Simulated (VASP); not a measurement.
# AlAs (F-43m) in VASP: further runs

The runs below take AlAs through single point, with LDA.

Program: VASP 6.6.1. These are calculated values, not measurements. Logs are shortened: lines on timing, memory, paths and dates and some standing lists are left out, and cuts for length are marked.

## 1. The cell of the first run

It takes space group F-43m (No. 216, cubic). Conventional cell: a = 5.661 Å, b = 5.661 Å, c = 5.661 Å, α = 90.00°, β = 90.00°, γ = 90.00°. Al (site symmetry -43m) has 4 As at 2.45 Å within 3.2 Å. Within 3.2 Å of As (site symmetry -43m) lie 4 Al at 2.45 Å.

## 2. Single point, LDA

INCAR reads:

```
SYSTEM = AlAs
PREC     = Accurate       ! precision mode
ENCUT    = 500            ! plane-wave cutoff, eV
EDIFF    = 1E-6           ! SCF threshold, eV
ISMEAR   = 0              ! smearing method
SIGMA    = 0.01           ! smearing width, eV
LREAL    = .False.        ! projectors in reciprocal space
LASPH    = .True.         ! aspherical terms in the spheres
NELM     = 120            ! most SCF steps
ALGO     = Normal         ! electronic algorithm
ISIF     = 2              ! what is computed and relaxed
LWAVE    = .False.        ! write WAVECAR
LCHARG   = .False.        ! write CHGCAR
NBANDS   = 11             ! bands
GGA_COMPAT= .False.
```

KPOINTS reads:

```
regular mesh
0
Gamma
  3 3 3
  0 0 0
```

POSCAR reads:

```
AlAs
1.0
    0.0000000000      2.8304000000      2.8304000000
    2.8304000000      0.0000000000      2.8304000000
    2.8304000000      2.8304000000      0.0000000000
Al As
1 1
Direct
    0.0000000000      0.0000000000      0.0000000000
    0.2500000000      0.2500000000      0.2500000000
```

Potentials or basis: VASP PAW LDA potentials, release 64 (Al, As).

On the command line:

```console
$ cat potpaw_LDA.64/Al/POTCAR potpaw_LDA.64/As/POTCAR > POTCAR
$ mpirun -np 1 vasp_std > vasp.out
```

OUTCAR:

```text
SYSTEM = AlAs
   PREC = Accurate
   ENCUT = 500
   EDIFF = 1E-6
   ISMEAR = 0
   LREAL = .False.
   LASPH = .True.
   NELM = 120
   ISIF = 2

 ion  position               nearest neighbor table
   1  0.000  0.000  0.000-   2 2.45   2 2.45   2 2.45   2 2.45
   2  0.250  0.250  0.250-   1 2.45   1 2.45   1 2.45   1 2.45

  LATTYP: Found a face centered cubic cell.
 ALAT       =     5.6608000000

  Lattice vectors:

 A1 = (   0.0000000000,   2.8304000000,   2.8304000000)
 A2 = (   2.8304000000,   0.0000000000,   2.8304000000)
 A3 = (   2.8304000000,   2.8304000000,   0.0000000000)

Analysis of symmetry for initial positions (statically):
[... 5 lines left out ...]
 face centered cubic supercell.

 Subroutine GETGRP returns: Found 24 space group operations
 (whereof 24 operations were pure point group operations)
 out of a pool of 48 trial point group operations.

The static configuration has the point symmetry T_d .

Analysis of symmetry for dynamics (positions and initial velocities):
[... 5 lines left out ...]
 face centered cubic supercell.

 Subroutine GETGRP returns: Found 24 space group operations
 (whereof 24 operations were pure point group operations)
 out of a pool of 48 trial point group operations.

The dynamic configuration has the point symmetry T_d .

 Subroutine INISYM returns: Found 24 space group operations
 (whereof 24 operations are pure point group operations),
 and found     1 'primitive' translations

----------------------------------------------------------------------------------------

                                     Primitive cell

  volume of cell :      45.3496

  direct lattice vectors                    reciprocal lattice vectors
     0.000000000  2.830400000  2.830400000    -0.176653477  0.176653477  0.176653477
     2.830400000  0.000000000  2.830400000     0.176653477 -0.176653477  0.176653477
     2.830400000  2.830400000  0.000000000     0.176653477  0.176653477 -0.176653477

  length of vectors
     4.002790067  4.002790067  4.002790067     0.305972797  0.305972797  0.305972797

  position of ions in fractional coordinates (direct lattice)
     0.000000000  0.000000000  0.000000000
     0.250000000  0.250000000  0.250000000

  ion indices of the primitive-cell ions
   primitive index   ion index
                 1           1
                 2           2

----------------------------------------------------------------------------------------

 KPOINTS: regular mesh

Automatic generation of k-mesh.
 Grid dimensions read from file:
 generate k-points for:    3    3    3

 Generating k-lattice:

  Cartesian coordinates                     Fractional coordinates (reciprocal lattice)
    -0.058884492  0.058884492  0.058884492     0.333333333  0.000000000  0.000000000
     0.058884492 -0.058884492  0.058884492     0.000000000  0.333333333  0.000000000
     0.058884492  0.058884492 -0.058884492     0.000000000  0.000000000  0.333333333

  Length of vectors
     0.101990932  0.101990932  0.101990932

  Shift w.r.t. Gamma in fractional coordinates (k-lattice)
     0.000000000  0.000000000  0.000000000

 Subroutine IBZKPT returns following result:
 ===========================================

 Found      4 irreducible k-points:

 Following reciprocal coordinates:
            Coordinates               Weight
  0.000000  0.000000  0.000000      1.000000
  0.333333  0.000000  0.000000      8.000000
  0.333333  0.333333  0.000000      6.000000
 -0.333333  0.333333  0.000000     12.000000
   k-points           NKPTS =      4   k-points in BZ     NKDIM =      4   number of bands    NBANDS=     11
   number of dos      NEDOS =    301   number of ions     NIONS =      2
   total plane-waves  NPLWV =  27000
   dimension x,y,z NGX =    30 NGY =   30 NGZ =   30
   dimension x,y,z NGXF=    60 NGYF=   60 NGZF=   60
   ions per type =               1   1
   NGX,Y,Z   is equivalent  to a cutoff of  12.46, 12.46, 12.46 a.u.
   NGXF,Y,Z  is equivalent  to a cutoff of  24.92, 24.92, 24.92 a.u.
 SYSTEM =  AlAs
   PREC   = accura    normal or accurate (medium, high low for compatibility)
   ISTART =      0    job   : 0-new  1-cont  2-samecut
   ICHARG =      2    charge: 1-file 2-atom 10-const
   ISPIN  =      1    spin polarized calculation?
   LNONCOLLINEAR =      F non collinear calculations
   LSORBIT =      F    spin-orbit coupling
   LASPH  =      T    aspherical Exc in radial PAW
   ENCUT  =  500.0 eV  36.75 Ry    6.06 a.u.   7.30  7.30  7.30*2*pi/ulx,y,z
   NELM   =    120;   NELMIN=  2; NELMDL= -5     # of ELM steps
   EDIFF  = 0.1E-05   stopping-criterion for ELM
   LREAL  =      F    real-space projection
   EDIFFG = 0.1E-04   stopping-criterion for IOM
   NSW    =      0    number of steps for IOM
   IBRION =     -1    ionic relax: 0-MD 1-quasi-New 2-CG
   NFREE  =      0    steps in history (QN), initial steepest desc. (CG)
   ISIF   =      2    stress and relaxation
   ISYM   =      2    0-nonsym 1-usesym 2-fastsym
   POTIM  = 0.5000    time-step for ionic-motion
   TEBEG  =    0.0;   TEEND  =   0.0 temperature during run
   PSTRESS=    0.0 pullay stress
   NELECT =       8.0000    total number of electrons
   NUPDOWN=      -1.0000    fix difference up-down
   EMIN   =  10.00;   EMAX   =-10.00  energy-range for DOS
   EFERMI =   0.00;   METHOD = LEGACY
   ISMEAR =     0;   SIGMA  =   0.01  broadening in eV -4-tet -1-fermi 0-gaus
   EFERMI_NEDOS =   21; number of points for ismear=-14 and -15
   IALGO  =     38    algorithm
   IMIX   =      4    mixing-type and parameters
     AMIX     =   0.40;   BMIX     =  1.00
     AMIX_MAG =   1.60;   BMIX_MAG =  1.00
  volume/ion in A,a.u.               =      22.67       153.02
  Fermi-wavevector in a.u.,A,eV,Ry     =   0.918150  1.735052 11.469706  0.843000
  Thomas-Fermi vector in A             =   2.043199
   LORBIT       =      0    0 simple, 1 ext, 2 COOP (PROOUT), +10 PAW based schemes
   GGA     = CA    functional components
   LHFCALC =     F    Hartree Fock is set to
   AEXX    =    0.0000 exact exchange contribution
   IVDW    =     0    specifies the selected vdW correction
   LEPSILON=     F    determine dielectric tensor
   LRPA    =     F    only Hartree local field effects (RPA)
 non-spin polarized calculation
 Gauss-broadening in eV      SIGMA  =   0.01
  energy-cutoff  :      500.00
  volume of cell :       45.35
 maximum number of plane-waves:      1150
 NGX is ok and might be reduce to    30
   NGX = 15   NGY = 15   NGZ = 15

 number of electron       8.0000000 magnetization

 Free energy of the ion-electron system (eV)
  ---------------------------------------------------
  ext. energy  EPLUGINS =         0.00000000
  ---------------------------------------------------
  free energy    TOTEN  =       -10.06314453 eV

  energy without entropy =      -10.06314453  energy(sigma->0) =      -10.06314453

 E-fermi :   3.9682     XC(G=0):  -9.2452

 val. band max:        3.8978659284   @ k =   0.0000   0.0000   0.0000
 cond. band min:       5.7006311172   @ k =   0.3333   0.3333   0.0000
 fundamental gap:      1.8027651888
 Fermi energy:         3.9682350702

 k-point     1 :       0.0000    0.0000    0.0000
  band No.  band energies     occupation
      1      -8.0043      2.00000
      2       3.8979      2.00000
      3       3.8979      2.00000
      4       3.8979      2.00000
      5       5.7391      0.00000
      6       8.0540      0.00000
      7       8.0540      0.00000
      8       8.0540      0.00000
      9      12.4246      0.00000
     10      12.8539      0.00000
     11      12.8539      0.00000

 k-point     2 :       0.3333    0.0000    0.0000
  band No.  band energies     occupation
      1      -7.0467      2.00000
      2      -0.6711      2.00000
      3       3.2225      2.00000
      4       3.2225      2.00000
      5       6.0777      0.00000
      6       8.6276      0.00000
      7       8.6276      0.00000
      8      11.1969      0.00000
      9      12.8305      0.00000
     10      12.8305      0.00000
     11      12.9963      0.00000

 k-point     3 :       0.3333    0.3333    0.0000
  band No.  band energies     occupation
      1      -6.7039      2.00000
      2      -0.4594      2.00000
      3       2.0726      2.00000
      4       2.0726      2.00000
      5       5.7006      0.00000
      6       6.7233      0.00000
      7      11.9299      0.00000
      8      11.9299      0.00000
      9      12.7453      0.00000
     10      14.7897      0.00000
     11      17.2735      0.00000

 k-point     4 :      -0.3333    0.3333    0.0000
  band No.  band energies     occupation
      1      -6.1461      2.00000
      2      -1.2321      2.00000
      3       0.2971      2.00000
      4       2.3344      2.00000
      5       6.3104      0.00000
      6      10.0966      0.00000
      7      11.0705      0.00000
      8      11.3430      0.00000
      9      11.6538      0.00000
     10      12.6907      0.00000
     11      17.9900      0.00000

------------------------ aborting loop because EDIFF is reached ----------------------------------------

  FORCE on cell =-STRESS in cart. coord.  units (eV):
  Direction    XX          YY          ZZ          XY          YZ          ZX
  --------------------------------------------------------------------------------------
  -------------------------------------------------------------------------------------
  Total        0.0539374      0.0539374      0.0539374      0.0000000      0.0000000      0.0000000
  in kB        1.9055798      1.9055798      1.9055798      0.0000000      0.0000000      0.0000000
  external PRESSURE =       1.9055798 kB  Pullay stress =       0.0000000 kB

 VOLUME and BASIS-vectors are now :
 -----------------------------------------------------------------------------
  energy-cutoff  :      500.00
  volume of cell :       45.35
      direct lattice vectors                 reciprocal lattice vectors
     0.000000000  2.830400000  2.830400000    -0.176653477  0.176653477  0.176653477
     2.830400000  0.000000000  2.830400000     0.176653477 -0.176653477  0.176653477
     2.830400000  2.830400000  0.000000000     0.176653477  0.176653477 -0.176653477

 POSITION                                       TOTAL-FORCE (eV/Angst)
 -----------------------------------------------------------------------------------
      0.00000      0.00000      0.00000        -0.000000     -0.000000     -0.000000
      1.41520      1.41520      1.41520         0.000000      0.000000      0.000000
 -----------------------------------------------------------------------------------
    total drift:                               -0.000000     -0.000000     -0.000000

  FREE ENERGIE OF THE ION-ELECTRON SYSTEM (eV)
  ---------------------------------------------------
  free  energy   TOTEN  =       -10.0631445309 eV

  energy  without entropy=      -10.0631445309  energy(sigma->0) =      -10.06314453
```

Run time: 5.9 s. Hardware: 1 thread of Intel Xeon 8259CL, shared host; peak memory 0.14 GiB.

What came out:

```
Free energy            : -10.0631 eV
Pressure               : 0.2 GPa
Band gap on the k mesh : 1.80 eV, indirect (least direct gap 1.84 eV)
```

Levels at points of the mesh, in eV from the valence-band top:
```
           k point  band 2  band 3  band 4  band 5  band 6  band 7
(0.00, 0.00, 0.00)    0.00    0.00    0.00    1.84    4.16    4.16
```

Caveat: the k points lie up to 0.64 Å⁻¹ apart.

(Continued in part 2 of 2.)
